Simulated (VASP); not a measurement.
# PbO2 (Plattnerite) (P4_2/mnm) in VASP: settings compared

The runs below take PbO2 (Plattnerite) through single point, with LDA, PBEsol, r2SCAN.

Everything below comes from runs of VASP 6.6.1. Logs are shortened: lines on timing, memory, paths and dates and some standing lists are left out, and cuts for length are marked.

**1. The cell of the first run**

The structure is tetragonal, space group P4_2/mnm (No. 136). Conventional cell: a = 4.935 Å, b = 4.935 Å, c = 3.392 Å, α = 90.00°, β = 90.00°, γ = 90.00°. Within 2.8 Å of Pb (site symmetry mmm) lie 6 O at 2.15 to 2.16 Å. O (site symmetry m2m) has 3 Pb at 2.15 to 2.16 Å and 1 O at 2.69 Å within 2.8 Å.

**2. Single point, LDA**

Input file INCAR:

```
SYSTEM = PbO2
ALGO = Normal
EDIFF = 1E-6
ENCUT = 520
ISIF = 2
ISMEAR = -1
LASPH = .TRUE.
LCHARG = .TRUE.
LELF = .TRUE.
LREAL = .FALSE.
LVHAR = .TRUE.
LWAVE = .FALSE.
NBANDS = 35
NELM = 60
PREC = Accurate
SIGMA = 0.02
```

Input file KPOINTS:

```
k-points
0
G
  4 4 6
  0 0 0
```

Input file POSCAR:

```
PbO2
1.0
    4.9354099770      0.0000000000      0.0000000000
    0.0000000000      4.9354099770      0.0000000000
    0.0000000000      0.0000000000      3.3917289947
Pb O
2 4
Direct
    0.0000000000      0.0000000000      0.0000000000
    0.5000000000      0.5000000000      0.5000000000
    0.3073604478      0.3073604478      0.0000000000
    0.1926395522      0.8073604478      0.5000000000
    0.6926395522      0.6926395522      0.0000000000
    0.8073604478      0.1926395522      0.5000000000
```

Potentials or basis: VASP PAW LDA potentials, release 64 (Pb_d, O).

Command:

```
cat potpaw_LDA.64/Pb_d/POTCAR potpaw_LDA.64/O/POTCAR > POTCAR
mpirun -np 1 vasp_std > vasp.out
```

OUTCAR:

```text
SYSTEM = PbO2
   EDIFF = 1E-6
   ENCUT = 520
   ISIF = 2
   ISMEAR = -1
   LASPH = .TRUE.
   LREAL = .FALSE.
   NELM = 60
   PREC = Accurate

 ion  position               nearest neighbor table
   1  0.000  0.000  0.000-   3 2.15   5 2.15   4 2.16   6 2.16   4 2.16   6 2.16   2 3.88   2 3.88
                             2 3.88   2 3.88   2 3.88   2 3.88   2 3.88   2 3.88
   2  0.500  0.500  0.500-   4 2.15   6 2.15   5 2.16   3 2.16   3 2.16   5 2.16   1 3.88   1 3.88
                             1 3.88   1 3.88   1 3.88   1 3.88   1 3.88   1 3.88
   3  0.307  0.307  0.000-   1 2.15   2 2.16   2 2.16
   4  0.193  0.807  0.500-   2 2.15   1 2.16   1 2.16
   5  0.693  0.693  0.000-   1 2.15   2 2.16   2 2.16
   6  0.807  0.193  0.500-   2 2.15   1 2.16   1 2.16

  LATTYP: Found a simple tetragonal cell.
 ALAT       =     4.9354099770
 C/A-ratio  =     0.6872233534

  Lattice vectors:

 A1 = (   4.9354099770,   0.0000000000,   0.0000000000)
 A2 = (   0.0000000000,   4.9354099770,   0.0000000000)
 A3 = (   0.0000000000,   0.0000000000,   3.3917289947)

Analysis of symmetry for initial positions (statically):
=====================================================================
 Subroutine PRICEL returns:
 Original cell was already a primitive cell.

 Routine SETGRP: Setting up the symmetry group for a
 simple tetragonal supercell.

 Subroutine GETGRP returns: Found 16 space group operations
 (whereof  8 operations were pure point group operations)
 out of a pool of 16 trial point group operations.

The static configuration has the point symmetry D_2h.
 The point group associated with its full space group is D_4h.

Analysis of symmetry for dynamics (positions and initial velocities):
=====================================================================
 Subroutine PRICEL returns:
 Original cell was already a primitive cell.

 Routine SETGRP: Setting up the symmetry group for a
 simple tetragonal supercell.

 Subroutine GETGRP returns: Found 16 space group operations
 (whereof  8 operations were pure point group operations)
 out of a pool of 16 trial point group operations.

The dynamic configuration has the point symmetry D_2h.
 The point group associated with its full space group is D_4h.

 Subroutine INISYM returns: Found 16 space group operations
 (whereof  8 operations are pure point group operations),
 and found     1 'primitive' translations

[... 100 lines left out ...]
   NELM   =     60;   NELMIN=  2; NELMDL= -5     # of ELM steps
   EDIFF  = 0.1E-05   stopping-criterion for ELM
   LREAL  =      F    real-space projection
   EDIFFG = 0.1E-04   stopping-criterion for IOM
   NSW    =      0    number of steps for IOM
   IBRION =     -1    ionic relax: 0-MD 1-quasi-New 2-CG
   NFREE  =      0    steps in history (QN), initial steepest desc. (CG)
   ISIF   =      2    stress and relaxation
   ISYM   =      2    0-nonsym 1-usesym 2-fastsym
   POTIM  = 0.5000    time-step for ionic-motion
   TEBEG  =    0.0;   TEEND  =   0.0 temperature during run
   PSTRESS=    0.0 pullay stress
   NELECT =      52.0000    total number of electrons
   NUPDOWN=      -1.0000    fix difference up-down
   EMIN   =  10.00;   EMAX   =-10.00  energy-range for DOS
   EFERMI =   0.00;   METHOD = LEGACY
   ISMEAR =    -1;   SIGMA  =   0.02  broadening in eV -4-tet -1-fermi 0-gaus
   EFERMI_NEDOS =   21; number of points for ismear=-14 and -15
   IALGO  =     38    algorithm
   IMIX   =      4    mixing-type and parameters
     AMIX     =   0.40;   BMIX     =  1.00
     AMIX_MAG =   1.60;   BMIX_MAG =  1.00
  volume/ion in A,a.u.               =      13.77        92.92
  Fermi-wavevector in a.u.,A,eV,Ry     =   1.402986  2.651260 26.781305  1.968370
  Thomas-Fermi vector in A             =   2.525693
   LORBIT       =      0    0 simple, 1 ext, 2 COOP (PROOUT), +10 PAW based schemes
   GGA     = CA    functional components
   LHFCALC =     F    Hartree Fock is set to
   AEXX    =    0.0000 exact exchange contribution
   IVDW    =     0    specifies the selected vdW correction
   LEPSILON=     F    determine dielectric tensor
   LRPA    =     F    only Hartree local field effects (RPA)
 non-spin polarized calculation
  energy-cutoff  :      520.00
  volume of cell :       82.62
 maximum number of plane-waves:      2249
 NGX is ok and might be reduce to    40
   NGX = 19   NGY = 19   NGZ = 13

 number of electron      52.0000009 magnetization

 Free energy of the ion-electron system (eV)
  ---------------------------------------------------
  ext. energy  EPLUGINS =         0.00000000
  ---------------------------------------------------
  free energy    TOTEN  =       -36.65883500 eV

  energy without entropy =      -36.65876558  energy(sigma->0) =      -36.65880029

 E-fermi :   4.2302     XC(G=0): -11.3082

 val. band max:        4.1242920793   @ k =   0.0000   0.0000   0.1667
 cond. band min:       4.3159828039   @ k =   0.0000   0.0000   0.0000
 fundamental gap:      0.1916907247
 Fermi energy:         4.2302171190

 k-point     1 :       0.0000    0.0000    0.0000
  band No.  band energies     occupation
      1     -14.0077      2.00000
      2     -13.8844      2.00000
      3     -12.0401      2.00000
      4     -12.0401      2.00000
      5     -11.3130      2.00000
      6     -11.0771      2.00000
[... 901 lines left out ...]
     34      14.0786      0.00000
     35      17.4016      0.00000

------------------------ aborting loop because EDIFF is reached ----------------------------------------

  FORCE on cell =-STRESS in cart. coord.  units (eV):
  Direction    XX          YY          ZZ          XY          YZ          ZX
  --------------------------------------------------------------------------------------
  -------------------------------------------------------------------------------------
  Total        0.1988833      0.1988833      0.3307424     -0.0000000      0.0000000      0.0000000
  in kB        3.8569257      3.8569257      6.4140570     -0.0000000      0.0000000      0.0000000
  external PRESSURE =       4.7093028 kB  Pullay stress =       0.0000000 kB

 VOLUME and BASIS-vectors are now :
 -----------------------------------------------------------------------------
  energy-cutoff  :      520.00
  volume of cell :       82.62
      direct lattice vectors                 reciprocal lattice vectors
     4.935409977  0.000000000  0.000000000     0.202617413  0.000000000  0.000000000
     0.000000000  4.935409977  0.000000000     0.000000000  0.202617413  0.000000000
     0.000000000  0.000000000  3.391728995     0.000000000  0.000000000  0.294834877

 POSITION                                       TOTAL-FORCE (eV/Angst)
 -----------------------------------------------------------------------------------
      0.00000      0.00000      0.00000         0.000000     -0.000000      0.000000
      2.46770      2.46770      1.69586         0.000000     -0.000000      0.000000
      1.51695      1.51695      0.00000        -0.008355     -0.008355      0.000000
      0.95076      3.98465      1.69586         0.008355     -0.008355      0.000000
      3.41846      3.41846      0.00000         0.008355      0.008355     -0.000000
      3.98465      0.95076      1.69586        -0.008355      0.008355     -0.000000
 -----------------------------------------------------------------------------------
    total drift:                               -0.000000      0.000000      0.000000

  FREE ENERGIE OF THE ION-ELECTRON SYSTEM (eV)
  ---------------------------------------------------
  free  energy   TOTEN  =       -36.6588350044 eV

  energy  without entropy=      -36.6587655763  energy(sigma->0) =      -36.65880029
```

OSZICAR:

```text
N       E                     dE             d eps       ncg     rms          rms(c)
DAV:   1     0.675211288721E+03    0.67521E+03   -0.25685E+04  1688   0.181E+03
DAV:   2     0.516839188631E+02   -0.62353E+03   -0.59120E+03  1817   0.501E+02
DAV:   3    -0.376021128274E+02   -0.89286E+02   -0.86516E+02  2006   0.207E+02
DAV:   4    -0.421497761151E+02   -0.45477E+01   -0.45043E+01  2096   0.487E+01
DAV:   5    -0.423181050976E+02   -0.16833E+00   -0.16789E+00  2266   0.958E+00    0.136E+01
DAV:   6    -0.367794666359E+02    0.55386E+01   -0.16826E+01  2558   0.510E+01    0.435E+00
DAV:   7    -0.367473274022E+02    0.32139E-01   -0.16959E+00  1880   0.933E+00    0.266E+00
DAV:   8    -0.366851209720E+02    0.62206E-01   -0.44226E-01  2660   0.596E+00    0.119E+00
DAV:   9    -0.366578915465E+02    0.27229E-01   -0.81228E-02  2585   0.374E+00    0.113E-01
DAV:  10    -0.366588710693E+02   -0.97952E-03   -0.96383E-03  1849   0.524E-01    0.756E-02
DAV:  11    -0.366588455796E+02    0.25490E-04   -0.16844E-04  2534   0.995E-02    0.361E-02
DAV:  12    -0.366588380308E+02    0.75488E-05   -0.11503E-05  2387   0.321E-02    0.181E-02
DAV:  13    -0.366588349348E+02    0.30960E-05   -0.16175E-05  2397   0.464E-02    0.292E-03
DAV:  14    -0.366588350044E+02   -0.69582E-07   -0.19219E-06  1234   0.132E-02
   1 F= -.36658835E+02 E0= -.36658800E+02  d E =-.694281E-04
```

stdout:

```text
POSCAR found type information on POSCAR PbO
 POSCAR found :  2 types and       6 ions
 scaLAPACK will be used
 LDA part: xc-table for (Slater(with rela. corr.)+CA(PZ))
 , standard interpolation
 POSCAR, INCAR and KPOINTS ok, starting setup
 FFT: planning ... GRIDC
 FFT: planning ... GRID_SOFT
 FFT: planning ... GRID
 WAVECAR not read
 entering main loop
```

Wall time 72 s (1 thread of Intel Xeon Platinum 8488C (Sapphire Rapids), shared host); peak memory 0.2 GiB.

What came out:

```
Free energy            : -36.6588 eV
Pressure               : 0.5 GPa
Largest force          : 0.012 eV/Å
Band gap on the k mesh : 0.19 eV, indirect (least direct gap 0.69 eV)
```

Forces on the atoms (eV/Å):
```
Pb   0.000  0.000  0.000
Pb   0.000  0.000  0.000
O   -0.008 -0.008  0.000
O    0.008 -0.008  0.000
O    0.008  0.008  0.000
O   -0.008  0.008  0.000
```

Stress tensor (GPa, compression positive):
```
0.39 0.00 0.00
0.00 0.39 0.00
0.00 0.00 0.64
```

Caveat: spin-orbit coupling is left out, which moves the levels of the heavy elements.

**3. Single point, PBEsol**

This run uses another cell than the first one, of 14.20 Å³/atom, 1.031 times its volume.

Input file INCAR:

```
PREC     = Accurate       # precision mode
ENCUT    = 520            # plane-wave cutoff, eV
EDIFF    = 1E-6           # SCF threshold, eV
ISMEAR   = -1             # smearing method
SIGMA    = 0.02           # smearing width, eV
LREAL    = F              # projectors in reciprocal space
LASPH    = T              # aspherical terms in the spheres
NELM     = 60             # most SCF steps
ALGO     = Normal         # electronic algorithm
ISIF     = 2              # what is computed and relaxed
LWAVE    = F              # write WAVECAR
LCHARG   = F              # write CHGCAR
GGA      = PS             # functional
NBANDS   = 35             # bands
```

Input file KPOINTS:

```
Automatic mesh
0
Gamma
  4 4 6
```

Input file POSCAR:

```
PbO2
1.0
    4.9965255624      0.0000000000      0.0000000000
    0.0000000000      4.9965255624      0.0000000000
    0.0000000000      0.0000000000      3.4115696350
Pb O
2 4
Direct
    0.0000000000      0.0000000000      0.0000000000
    0.5000000000      0.5000000000      0.5000000000
    0.3076142639      0.3076142639      0.0000000000
    0.1923857361      0.8076142639      0.5000000000
    0.6923857361      0.6923857361      0.0000000000
    0.8076142639      0.1923857361      0.5000000000
```

Potentials or basis: VASP PAW PBE potentials, release 64 (Pb_d, O).

Command:

```
cat potpaw_PBE.64/Pb_d/POTCAR potpaw_PBE.64/O/POTCAR > POTCAR
mpirun -np 1 vasp_std > vasp.out
```

It took 73 s on 1 thread of Intel Xeon Platinum 8488C (Sapphire Rapids), shared host; peak memory 0.22 GiB.

Results (log left out):

```
Free energy            : -34.0737 eV
Pressure               : 0.2 GPa
Largest force          : 0.009 eV/Å
Band gap on the k mesh : 0.18 eV, indirect (least direct gap 0.69 eV)
```

Forces in eV/Å, atoms in the order of the input:
```
Pb   0.000  0.000  0.000
Pb   0.000  0.000  0.000
O   -0.006 -0.006  0.000
O    0.006 -0.006  0.000
O    0.006  0.006  0.000
O   -0.006  0.006  0.000
```

Stress tensor (GPa, compression positive):
```
0.16 0.00 0.00
0.00 0.16 0.00
0.00 0.00 0.34
```

Levels at points of the mesh, in eV from the valence-band top:
```
           k point  band 23  band 24  band 25  band 26  band 27  band 28  band 29  band 30
(0.00, 0.00, 0.00)    -0.53    -0.53    -0.51    -0.51     0.18     4.24     5.81     5.81
(0.50, 0.00, 0.00)    -0.57    -0.57    -0.29    -0.29     2.44     2.44     6.42     6.42
(0.50, 0.50, 0.00)    -0.58    -0.58    -0.39    -0.39     2.84     2.84     6.71     6.71
(0.00, 0.00, 0.50)    -1.03    -1.03    -0.70    -0.70     3.77     3.77     8.82     8.82
(0.50, 0.00, 0.50)    -0.69    -0.69    -0.13    -0.13     4.08     4.08     7.26     7.26
(0.50, 0.50, 0.50)    -0.58    -0.58    -0.43    -0.43     2.84     2.84     8.25     8.25
```

Caveat: the PAW data sets were made with another functional, which shifts forces and pressure a little; spin-orbit coupling is left out, which moves the levels of the heavy elements. A k mesh can miss the band edges.

**4. Single point, r2SCAN**

This run uses another cell than the first one, of 14.10 Å³/atom, 1.024 times its volume.

Input file POSCAR:

```
PbO2
1.0
    4.9827343070      0.0000000000      0.0000000000
    0.0000000000      4.9827343070      0.0000000000
    0.0000000000      0.0000000000      3.4080489278
Pb O
2 4
Direct
    0.0000000000      0.0000000000      0.0000000000
    0.5000000000      0.5000000000      0.5000000000
    0.3072247645      0.3072247645      0.0000000000
    0.1927752355      0.8072247645      0.5000000000
    0.6927752355      0.6927752355      0.0000000000
    0.8072247645      0.1927752355      0.5000000000
```

Input file INCAR.step1:

```
SYSTEM = PbO2
ALGO = Normal
EDIFF = 1E-4
ENCUT = 520
GGA = PE
ISMEAR = -1
LASPH = .TRUE.
LCHARG = .FALSE.
LREAL = .FALSE.
LWAVE = .TRUE.
NBANDS = 35
NELM = 100
PREC = Accurate
SIGMA = 0.02
```

Input file INCAR.step2:

```
SYSTEM = PbO2
ALGO = Normal
EDIFF = 1E-6
ENCUT = 520
ISIF = 2
ISMEAR = -1
ISTART = 1
LASPH = .TRUE.
LCHARG = .TRUE.
LELF = .TRUE.
LMIXTAU = .TRUE.
LREAL = .FALSE.
LVHAR = .TRUE.
LWAVE = .FALSE.
METAGGA = R2SCAN
NBANDS = 35
NELM = 100
PREC = Accurate
SIGMA = 0.02
```

Input file KPOINTS:

```
k-points
0
G
  4 4 6
  0 0 0
```

Command:

```
cat potpaw_PBE.64/Pb_d/POTCAR potpaw_PBE.64/O/POTCAR > POTCAR
cp INCAR.step1 INCAR
mpirun -np 1 vasp_std > vasp.out
cp INCAR.step2 INCAR
mpirun -np 1 vasp_std > vasp.out
```

It took 3.1 min on 1 thread of Intel Xeon Platinum 8488C (Sapphire Rapids), shared host; peak memory 0.24 GiB.

It converged, with:

| Item | Value |
| --- | --- |
| Free energy | -142.2668 eV |
| Pressure | 0.9 GPa |
| Largest force | 0.018 eV/Å |
| Band gap on the k mesh | 0.18 eV, indirect (least direct gap 0.54 eV) |

Forces in eV/Å, atoms in the order of the input:
```
Pb   0.000  0.000  0.000
Pb   0.000  0.000  0.000
O   -0.013 -0.013  0.000
O    0.013 -0.013  0.000
O    0.013  0.013  0.000
O   -0.013  0.013  0.000
```

Stress tensor (GPa, compression positive):
```
0.80 0.00 0.00
0.00 0.80 0.00
0.00 0.00 1.18
```

Levels at points of the mesh, in eV from the valence-band top:
```tsv
k point	band 22	band 23	band 24	band 25	band 26	band 27	band 28	band 29	band 30	band 31
(0.00, 0.00, 0.00)	-0.48	-0.48	-0.42	-0.42	-0.36	0.18	4.92	6.69	6.69	10.40
(0.50, 0.00, 0.00)	-1.20	-0.46	-0.46	-0.26	-0.26	3.00	3.00	7.28	7.28	10.81
(0.50, 0.50, 0.00)	-1.45	-0.47	-0.47	-0.40	-0.40	3.42	3.42	7.55	7.55	11.17
(0.00, 0.00, 0.50)	-1.82	-1.04	-1.04	-0.70	-0.70	4.41	4.41	9.81	9.81	10.64
(0.50, 0.00, 0.50)	-0.97	-0.69	-0.69	0.00	0.00	4.72	4.72	8.25	8.25	10.94
(0.50, 0.50, 0.50)	-1.63	-0.57	-0.57	-0.44	-0.44	3.46	3.46	9.20	9.20	10.82
```

Caveat: the PAW data sets were made with another functional, which shifts forces and pressure a little; spin-orbit coupling is left out, which moves the levels of the heavy elements. A k mesh can miss the band edges.

**5. Overview**

| level | potentials or basis | cell | gap on the mesh (eV) | pressure (GPa) | largest force (eV/Å) |
| --- | --- | --- | --- | --- | --- |
| LDA | VASP PAW LDA potentials, release 64 (Pb_d, O) | a = 4.935, b = 4.935, c = 3.392 Å, 6 atoms | 0.19 | 0.5 | 0.01 |
| PBEsol | VASP PAW PBE potentials, release 64 (Pb_d, O) | a = 4.997, b = 4.997, c = 3.412 Å, 6 atoms | 0.18 | 0.2 | 0.01 |
| r2SCAN | VASP PAW PBE potentials, release 64 (Pb_d, O) | a = 4.983, b = 4.983, c = 3.408 Å, 6 atoms | 0.18 | 0.9 | 0.02 |

Alike in all rows: task single point; no spin polarisation; k mesh 4 × 4 × 6; cutoff (eV) 520; smearing fermi-dirac 0.02 eV.

Caveats: spin-orbit coupling is left out, which moves the levels of the heavy elements; the PAW data sets were made with another functional, which shifts forces and pressure a little (some runs).

Absolute energies hang on the potentials; compare differences alone.
